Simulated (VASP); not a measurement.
# MnCu (R-3m) in VASP: notebook

Aim: see how the results for MnCu move with the level of theory and the settings. Levels: PBE, r2SCAN. Tasks: single point.

All numbers are computed with VASP 6.6.1; they aren't measurements. Logs are shortened: lines on timing, memory, paths and dates and some standing lists are left out, and cuts for length are marked.

**1. The cell of the first run**

Symmetry: R-3m, No. 166, trigonal system. Conventional cell: a = 2.468 Å, b = 2.468 Å, c = 12.886 Å, α = 90.00°, β = 90.00°, γ = 120.00°. Within 3.3 Å of Mn (site symmetry -3m) lie 6 Mn at 2.47 Å and 6 Cu at 2.58 Å. Cu (site symmetry -3m) has 6 Cu at 2.47 Å and 6 Mn at 2.58 Å within 3.3 Å.

**2. Single point, PBE**

File INCAR:

```
SYSTEM = MnCu
PREC = Accurate
ENCUT = 520
EDIFF = 1E-7
ISMEAR = 0
SIGMA = 0.1
LREAL = .FALSE.
LASPH = .TRUE.
NELM = 60
ALGO = Fast
ISIF = 2
LWAVE = .FALSE.
LCHARG = .FALSE.
GGA = PE
NBANDS = 19
```

File KPOINTS:

```
regular mesh
0
G
  18 18 18
  0 0 0
```

File POSCAR:

```
MnCu
1.0
   -1.8983880320     -1.8983880320     -3.6431919859
   -1.8983880320     -3.6431919859     -1.8983880320
   -3.6431919859     -1.8983880320     -1.8983880320
Mn Cu
1 1
Direct
    1.0000000000      0.0000000000      1.0000000000
    0.5000000000      0.5000000000      0.5000000000
```

Potentials or basis: VASP PAW PBE potentials, release 64 (Mn_pv, Cu).

On the command line:

```console
$ cat potpaw_PBE.64/Mn_pv/POTCAR potpaw_PBE.64/Cu/POTCAR > POTCAR
$ mpirun -np 1 vasp_std > vasp.out
```

OUTCAR:

```text
SYSTEM = MnCu
   PREC = Accurate
   ENCUT = 520
   EDIFF = 1E-7
   ISMEAR = 0
   LREAL = .FALSE.
   LASPH = .TRUE.
   NELM = 60
   ISIF = 2
   GGA = PE

 ion  position               nearest neighbor table
   1  0.000  0.000  0.000-   2 2.58   2 2.58   2 2.58   2 2.58   2 2.58   2 2.58
   2  0.500  0.500  0.500-   1 2.58   1 2.58   1 2.58   1 2.58   1 2.58   1 2.58

  LATTYP: Found a trigonal (rhomboedric) cell.
 ALAT       =     4.5255499209
 COS(alpha) =     0.8513549150

  Lattice vectors:

 A1 = (  -1.8983880320,  -1.8983880320,  -3.6431919859)
 A2 = (  -1.8983880320,  -3.6431919859,  -1.8983880320)
 A3 = (  -3.6431919859,  -1.8983880320,  -1.8983880320)

Analysis of symmetry for initial positions (statically):
=====================================================================
 Subroutine PRICEL returns:
 Original cell was already a primitive cell.

 Routine SETGRP: Setting up the symmetry group for a
 trigonal (rhombohedral) supercell.

 Subroutine GETGRP returns: Found 12 space group operations
 (whereof 12 operations were pure point group operations)
 out of a pool of 12 trial point group operations.

The static configuration has the point symmetry D_3d.

Analysis of symmetry for dynamics (positions and initial velocities):
=====================================================================
 Subroutine PRICEL returns:
 Original cell was already a primitive cell.

 Routine SETGRP: Setting up the symmetry group for a
 trigonal (rhombohedral) supercell.

 Subroutine GETGRP returns: Found 12 space group operations
 (whereof 12 operations were pure point group operations)
 out of a pool of 12 trial point group operations.

The dynamic configuration has the point symmetry D_3d.

 Subroutine INISYM returns: Found 12 space group operations
 (whereof 12 operations are pure point group operations),
 and found     1 'primitive' translations

----------------------------------------------------------------------------------------

                                     Primitive cell

  volume of cell :      22.6498

  direct lattice vectors                    reciprocal lattice vectors
    -1.898388032 -1.898388032 -3.643191986     0.146240371  0.146240371 -0.426889921
    -1.898388032 -3.643191986 -1.898388032     0.146240371 -0.426889921  0.146240371
    -3.643191986 -1.898388032 -1.898388032    -0.426889921  0.146240371  0.146240371

  length of vectors
[... 81 lines left out ...]
   NELM   =     60;   NELMIN=  2; NELMDL= -5     # of ELM steps
   EDIFF  = 0.1E-06   stopping-criterion for ELM
   LREAL  =      F    real-space projection
   EDIFFG = 0.1E-05   stopping-criterion for IOM
   NSW    =      0    number of steps for IOM
   IBRION =     -1    ionic relax: 0-MD 1-quasi-New 2-CG
   NFREE  =      0    steps in history (QN), initial steepest desc. (CG)
   ISIF   =      2    stress and relaxation
   ISYM   =      2    0-nonsym 1-usesym 2-fastsym
   POTIM  = 0.5000    time-step for ionic-motion
   TEBEG  =    0.0;   TEEND  =   0.0 temperature during run
   PSTRESS=    0.0 pullay stress
   NELECT =      24.0000    total number of electrons
   NUPDOWN=      -1.0000    fix difference up-down
   EMIN   =  10.00;   EMAX   =-10.00  energy-range for DOS
   EFERMI =   0.00;   METHOD = LEGACY
   ISMEAR =     0;   SIGMA  =   0.10  broadening in eV -4-tet -1-fermi 0-gaus
   EFERMI_NEDOS =   21; number of points for ismear=-14 and -15
   IALGO  =     68    algorithm
   IMIX   =      4    mixing-type and parameters
     AMIX     =   0.40;   BMIX     =  1.00
     AMIX_MAG =   1.60;   BMIX_MAG =  1.00
  volume/ion in A,a.u.               =      11.32        76.42
  Fermi-wavevector in a.u.,A,eV,Ry     =   1.669003  3.153958 37.899997  2.785571
  Thomas-Fermi vector in A             =   2.754752
   LORBIT       =      0    0 simple, 1 ext, 2 COOP (PROOUT), +10 PAW based schemes
   GGA     = PE    functional components
   LHFCALC =     F    Hartree Fock is set to
   AEXX    =    0.0000 exact exchange contribution
   IVDW    =     0    specifies the selected vdW correction
   LEPSILON=     F    determine dielectric tensor
   LRPA    =     F    only Hartree local field effects (RPA)
 non-spin polarized calculation
 RMM-DIIS sequential band-by-band and
 Gauss-broadening in eV      SIGMA  =   0.10
  energy-cutoff  :      520.00
  volume of cell :       22.65
 maximum number of plane-waves:       630
 NGX is ok and might be reduce to    36
   NGX = 17   NGY = 17   NGZ = 17

 number of electron      23.9999998 magnetization

 Free energy of the ion-electron system (eV)
  ---------------------------------------------------
  ext. energy  EPLUGINS =         0.00000000
  ---------------------------------------------------
  free energy    TOTEN  =       -12.10580041 eV

  energy without entropy =      -12.09391841  energy(sigma->0) =      -12.09985941

 E-fermi :   8.9865     XC(G=0): -13.3475

 val. band max:        8.9846854399   @ k =  -0.3333   0.2778   0.1111
 cond. band min:       8.9868510828   @ k =  -0.2222   0.3333   0.1111
 fundamental gap:      0.0021656429
 Fermi energy:         8.9864937798

 k-point     1 :       0.0000    0.0000    0.0000
  band No.  band energies     occupation
      1     -39.1500      2.00000
      2     -38.6682      2.00000
      3     -38.6682      2.00000
      4      -0.0516      2.00000
      5       3.9229      2.00000
      6       5.8188      2.00000
[... 505 lines left out ...]
      6       5.2374      2.00000
[... 11 lines left out ...]
     18      25.8957      0.00000
     19      27.2126      0.00000

 [... further k-points ...]

------------------------ aborting loop because EDIFF is reached ----------------------------------------

  FORCE on cell =-STRESS in cart. coord.  units (eV):
  Direction    XX          YY          ZZ          XY          YZ          ZX
  --------------------------------------------------------------------------------------
  -------------------------------------------------------------------------------------
  Total        0.0401051      0.0401051      0.0401051      0.0189452      0.0189452      0.0189452
  in kB        2.8369149      2.8369149      2.8369149      1.3401288      1.3401288      1.3401288
  external PRESSURE =       2.8369149 kB  Pullay stress =       0.0000000 kB

 VOLUME and BASIS-vectors are now :
 -----------------------------------------------------------------------------
  energy-cutoff  :      520.00
  volume of cell :       22.65
      direct lattice vectors                 reciprocal lattice vectors
    -1.898388032 -1.898388032 -3.643191986     0.146240371  0.146240371 -0.426889921
    -1.898388032 -3.643191986 -1.898388032     0.146240371 -0.426889921  0.146240371
    -3.643191986 -1.898388032 -1.898388032    -0.426889921  0.146240371  0.146240371

 POSITION                                       TOTAL-FORCE (eV/Angst)
 -----------------------------------------------------------------------------------
      0.00000      0.00000      0.00000        -0.000000     -0.000000      0.000000
     -3.71998     -3.71998     -3.71998         0.000000      0.000000     -0.000000
 -----------------------------------------------------------------------------------
    total drift:                               -0.000000      0.000000     -0.000000

  FREE ENERGIE OF THE ION-ELECTRON SYSTEM (eV)
  ---------------------------------------------------
  free  energy   TOTEN  =       -12.1058004147 eV

  energy  without entropy=      -12.0939184092  energy(sigma->0) =      -12.09985941
```

OSZICAR:

```text
N       E                     dE             d eps       ncg     rms          rms(c)
DAV:   1     0.165512517399E+03    0.16551E+03   -0.13231E+04 24520   0.199E+03
DAV:   2    -0.909185158632E+01   -0.17460E+03   -0.16862E+03 22115   0.369E+02
DAV:   3    -0.148828262158E+02   -0.57910E+01   -0.57241E+01 24560   0.839E+01
DAV:   4    -0.149802402985E+02   -0.97414E-01   -0.97377E-01 24854   0.995E+00
DAV:   5    -0.149838800002E+02   -0.36397E-02   -0.36396E-02 29109   0.201E+00    0.152E+01
RMM:   6    -0.138350356125E+02    0.11488E+01   -0.17539E+01 25348   0.614E+01    0.961E+00
RMM:   7    -0.127032918654E+02    0.11317E+01   -0.44526E+00 24543   0.325E+01    0.101E+01
RMM:   8    -0.122005578684E+02    0.50273E+00   -0.22954E-01 25931   0.604E+00    0.239E+00
RMM:   9    -0.121117514704E+02    0.88806E-01   -0.70330E-02 27052   0.439E+00    0.593E-01
RMM:  10    -0.121061941198E+02    0.55574E-02   -0.13254E-02 27165   0.102E+00    0.219E-01
RMM:  11    -0.121057529530E+02    0.44117E-03   -0.26473E-03 27899   0.714E-01    0.518E-02
RMM:  12    -0.121058029531E+02   -0.50000E-04   -0.70068E-04 30165   0.266E-01    0.337E-02
RMM:  13    -0.121058041979E+02   -0.12448E-05   -0.19206E-04 30217   0.161E-01    0.340E-02
RMM:  14    -0.121058021975E+02    0.20004E-05   -0.68715E-05 29049   0.111E-01    0.227E-02
RMM:  15    -0.121058020860E+02    0.11152E-06   -0.31374E-05 33124   0.434E-02    0.141E-02
RMM:  16    -0.121058008978E+02    0.11882E-05   -0.35416E-06 31014   0.171E-02    0.717E-03
RMM:  17    -0.121058003964E+02    0.50134E-06   -0.13967E-06 27839   0.156E-02    0.175E-03
RMM:  18    -0.121058004147E+02   -0.18221E-07   -0.42897E-07 23771   0.568E-03
   1 F= -.12105800E+02 E0= -.12099859E+02  d E =-.118820E-01
```

Run time: 6.4 min. Hardware: 1 thread of Intel Xeon 6975P-C (Granite Rapids), shared host; peak memory 0.43 GiB.

Results:

```yaml
Free_energy: -12.1058 eV
Pressure: 0.3 GPa
Band_gap_on_the_k_mesh: zero (bands 12 and 13 overlap by 1.27 eV)
```

Caveat: the run has no spin polarisation, though such a crystal can be magnetic.

**3. Single point, PBE**

This run uses another cell than the first one, of 12.20 Å³/atom.

File INCAR:

```
PREC = Accurate
ENCUT = 520
EDIFF = 1E-7
ISMEAR = 0
SIGMA = 0.1
LREAL = False
LASPH = True
NELM = 80
ALGO = Fast
ISIF = 2
LWAVE = False
LCHARG = True
GGA = PE
LELF = True
LVHAR = True
NBANDS = 19
```

File KPOINTS:

```
Automatic mesh
0
Gamma
  18 18 18
```

File POSCAR:

```
MnCu
1.0
   -1.8852375568     -1.8852375568     -3.6930058161
   -1.8852375568     -3.6930058161     -1.8852375568
   -3.6930058161     -1.8852375568     -1.8852375568
Mn Cu
1 1
Direct
    0.0000000000      0.0000000000      0.0000000000
    0.5000000000      0.5000000000      0.5000000000
```

Potentials or basis: VASP PAW PBE potentials, release 64 (Mn_pv, Cu).

On the command line:

```console
$ cat potpaw_PBE.64/Mn_pv/POTCAR potpaw_PBE.64/Cu/POTCAR > POTCAR
$ mpirun -np 1 vasp_std > vasp.out
```

Wall time 6.1 min (1 thread of Intel Xeon 6975P-C (Granite Rapids), shared host); peak memory 0.43 GiB.

Results (log left out):

* Free energy: -12.0169 eV
* Pressure: -12.7 GPa
* Band gap on the k mesh: zero (bands 12 and 13 overlap by 1.13 eV)

Stress tensor (GPa, compression positive):
```
-12.69   3.13   3.13
  3.13 -12.69   3.13
  3.13   3.13 -12.69
```

Levels at points of the mesh, in eV from the Fermi level:
```csv
k point,band 8,band 9,band 10,band 11,band 12,band 13,band 14,band 15,band 16,band 17
"(0.00, 0.00, 0.00)",-2.36,-2.36,-2.22,-0.65,-0.52,-0.52,0.75,0.75,5.34,20.32
"(0.50, 0.00, 0.00)",-2.69,-2.48,-1.64,-1.29,0.11,1.59,1.65,3.22,7.18,8.84
"(0.50, 0.50, 0.00)",-2.18,-1.64,-0.84,-0.28,0.47,0.57,1.65,2.34,5.58,9.18
"(0.50, 0.50, 0.50)",-2.90,-2.23,-2.23,-1.75,-0.65,-0.65,0.62,0.62,12.20,13.40
```

Caveat: the cell stands under tension; the run has no spin polarisation, though such a crystal can be magnetic. Spin polarisation is off, so any magnetic state and its effect on volume and gap are missing.

**4. Single point, r2SCAN**

This run uses another cell than the first one, of 12.20 Å³/atom.

POSCAR is that of step 3.

File INCAR.step1:

```
PREC = Accurate
ENCUT = 520
ISMEAR = 0
SIGMA = 0.1
LREAL = False
LASPH = True
NELM = 100
NBANDS = 19
GGA = PE
ALGO = Normal
EDIFF = 1E-4
LWAVE = True
LCHARG = False
```

File INCAR.step2:

```
PREC = Accurate
ENCUT = 520
EDIFF = 1E-6
ISMEAR = 0
SIGMA = 0.1
LREAL = False
LASPH = True
NELM = 100
ALGO = Normal
ISIF = 2
LWAVE = False
LCHARG = True
METAGGA = R2SCAN
LMIXTAU = True
LELF = True
LVHAR = True
NBANDS = 19
ISTART = 1
```

File KPOINTS:

```
regular mesh
0
Gamma
  18 18 18
```

Potentials or basis: VASP PAW PBE potentials, release 64 (Mn_pv, Cu).

On the command line:

```console
$ cat potpaw_PBE.64/Mn_pv/POTCAR potpaw_PBE.64/Cu/POTCAR > POTCAR
$ cp INCAR.step1 INCAR
$ mpirun -np 1 vasp_std > vasp.out
$ cp INCAR.step2 INCAR
$ mpirun -np 1 vasp_std > vasp.out
```

OUTCAR:

```text
PREC = Accurate
   ENCUT = 520
   EDIFF = 1E-6
   ISMEAR = 0
   LREAL = False
   LASPH = True
   NELM = 100
   ISIF = 2
   METAGGA = R2SCAN
   ISTART = 1

 ion  position               nearest neighbor table
   1  0.000  0.000  0.000-   2 2.61   2 2.61   2 2.61   2 2.61   2 2.61   2 2.61
   2  0.500  0.500  0.500-   1 2.61   1 2.61   1 2.61   1 2.61   1 2.61   1 2.61

  LATTYP: Found a trigonal (rhomboedric) cell.
 ALAT       =     4.5548362483
 COS(alpha) =     0.8424784498

  Lattice vectors:

 A1 = (  -1.8852375568,  -1.8852375568,  -3.6930058161)
 A2 = (  -1.8852375568,  -3.6930058161,  -1.8852375568)
 A3 = (  -3.6930058161,  -1.8852375568,  -1.8852375568)

Analysis of symmetry for initial positions (statically):
=====================================================================
 Subroutine PRICEL returns:
 Original cell was already a primitive cell.

 Routine SETGRP: Setting up the symmetry group for a
 trigonal (rhombohedral) supercell.

 Subroutine GETGRP returns: Found 12 space group operations
 (whereof 12 operations were pure point group operations)
 out of a pool of 12 trial point group operations.

The static configuration has the point symmetry D_3d.

Analysis of symmetry for dynamics (positions and initial velocities):
=====================================================================
 Subroutine PRICEL returns:
 Original cell was already a primitive cell.

 Routine SETGRP: Setting up the symmetry group for a
 trigonal (rhombohedral) supercell.

 Subroutine GETGRP returns: Found 12 space group operations
 (whereof 12 operations were pure point group operations)
 out of a pool of 12 trial point group operations.

The dynamic configuration has the point symmetry D_3d.

 Subroutine INISYM returns: Found 12 space group operations
 (whereof 12 operations are pure point group operations),
 and found     1 'primitive' translations

----------------------------------------------------------------------------------------

                                     Primitive cell
[... 110 lines left out ...]
     AMIX     =   0.40;   BMIX     =  1.00
     AMIX_MAG =   1.60;   BMIX_MAG =  1.00
  volume/ion in A,a.u.               =      12.20        82.30
  Fermi-wavevector in a.u.,A,eV,Ry     =   1.628307  3.077054 36.074261  2.651383
  Thomas-Fermi vector in A             =   2.720959
   LORBIT       =      0    0 simple, 1 ext, 2 COOP (PROOUT), +10 PAW based schemes
   METAGGA = R2SCAN    functional components
   LHFCALC =     F    Hartree Fock is set to
   AEXX    =    0.0000 exact exchange contribution
   IVDW    =     0    specifies the selected vdW correction
   LEPSILON=     F    determine dielectric tensor
   LRPA    =     F    only Hartree local field effects (RPA)
 non-spin polarized calculation
 Gauss-broadening in eV      SIGMA  =   0.10
  energy-cutoff  :      520.00
  volume of cell :       24.39
 maximum number of plane-waves:       671
 NGX is ok and might be reduce to    36
   NGX = 17   NGY = 17   NGZ = 17

 number of electron      23.9999995 magnetization

 Free energy of the ion-electron system (eV)
  ---------------------------------------------------
  ext. energy  EPLUGINS =         0.00000000
  ---------------------------------------------------
  free energy    TOTEN  =       -24.36753518 eV

  energy without entropy =      -24.35747190  energy(sigma->0) =      -24.36250354

 E-fermi :   7.8583     XC(G=0): -14.0715

 val. band max:        7.8531072597   @ k =  -0.4444   0.2778   0.0556
 cond. band min:       7.8638907974   @ k =  -0.3889   0.5000   0.3889
 fundamental gap:      0.0107835377
 Fermi energy:         7.8582974579

 k-point     1 :       0.0000    0.0000    0.0000
  band No.  band energies     occupation
      1     -42.0043      2.00000
      2     -41.6442      2.00000
      3     -41.6442      2.00000
      4      -1.0756      2.00000
      5       3.0208      2.00000
      6       4.8471      2.00000
[... 505 lines left out ...]
      6       4.3210      2.00000
[... 11 lines left out ...]
     18      24.3767      0.00000
     19      25.6027      0.00000

 [... further k-points ...]

------------------------ aborting loop because EDIFF is reached ----------------------------------------

  FORCE on cell =-STRESS in cart. coord.  units (eV):
  Direction    XX          YY          ZZ          XY          YZ          ZX
  --------------------------------------------------------------------------------------
  -------------------------------------------------------------------------------------
  Total       -2.8503877     -2.8503877     -2.8503877      0.5698332      0.5698332      0.5698332
  in kB     -187.2352321   -187.2352321   -187.2352321     37.4309955     37.4309955     37.4309955
  external PRESSURE =    -187.2352321 kB  Pullay stress =       0.0000000 kB

 VOLUME and BASIS-vectors are now :
 -----------------------------------------------------------------------------
  energy-cutoff  :      520.00
  volume of cell :       24.39
      direct lattice vectors                 reciprocal lattice vectors
    -1.885237557 -1.885237557 -3.693005816     0.139727503  0.139727503 -0.413440744
    -1.885237557 -3.693005816 -1.885237557     0.139727503 -0.413440744  0.139727503
    -3.693005816 -1.885237557 -1.885237557    -0.413440744  0.139727503  0.139727503

 POSITION                                       TOTAL-FORCE (eV/Angst)
 -----------------------------------------------------------------------------------
      0.00000      0.00000      0.00000         0.000000      0.000000      0.000000
     -3.73174     -3.73174     -3.73174        -0.000000     -0.000000     -0.000000
 -----------------------------------------------------------------------------------
    total drift:                               -0.000000      0.000000     -0.000000

  FREE ENERGIE OF THE ION-ELECTRON SYSTEM (eV)
  ---------------------------------------------------
  free  energy   TOTEN  =       -24.3675351833 eV

  energy  without entropy=      -24.3574719039  energy(sigma->0) =      -24.36250354
```

OUTCAR.step1:

```text
PREC = Accurate
   ENCUT = 520
   ISMEAR = 0
   LREAL = False
   LASPH = True
[... 751 lines left out ...]
      0.00000      0.00000      0.00000         0.000000     -0.000000     -0.000000
     -3.73174     -3.73174     -3.73174        -0.000000      0.000000      0.000000
 -----------------------------------------------------------------------------------
    total drift:                               -0.000000      0.000000     -0.000000

  FREE ENERGIE OF THE ION-ELECTRON SYSTEM (eV)
  ---------------------------------------------------
  free  energy   TOTEN  =       -12.0168781154 eV

  energy  without entropy=      -12.0036759416  energy(sigma->0) =      -12.01027703
```

Run time: 21 min. Hardware: 1 thread of Intel Xeon 6975P-C (Granite Rapids), shared host; peak memory 0.44 GiB.

What came out:

- Free energy: -24.3675 eV
- Pressure: -18.7 GPa
- Band gap on the k mesh: zero (bands 12 and 13 overlap by 1.29 eV)

Caveat: the cell stands under tension; the PAW data sets were made with another functional, which shifts forces and pressure a little; the run has no spin polarisation, though such a crystal can be magnetic. Spin polarisation is off, so any magnetic state and its effect on volume and gap are missing.

**5. Overview**

```tsv
level	cell	gap on the mesh (eV)	pressure (GPa)
PBE	a = 4.526 Å, angles 31.6°, 2 atoms	none	0.3
PBE	a = 4.555 Å, angles 32.6°, 2 atoms	none	-12.7
r2SCAN	a = 4.555 Å, angles 32.6°, 2 atoms	none	-18.7
```

Alike in all rows: task single point; potentials or basis VASP PAW PBE potentials, release 64 (Mn_pv, Cu); no spin polarisation; k mesh 18 × 18 × 18; cutoff (eV) 520; smearing gaussian 0.1 eV.

Caveats: the run has no spin polarisation, though such a crystal can be magnetic; the cell stands under tension (at least some runs); the PAW data sets were made with another functional, which shifts forces and pressure a little (at least some runs).

Total energies depend on the potentials used, so only differences within one code and one set of settings carry meaning.
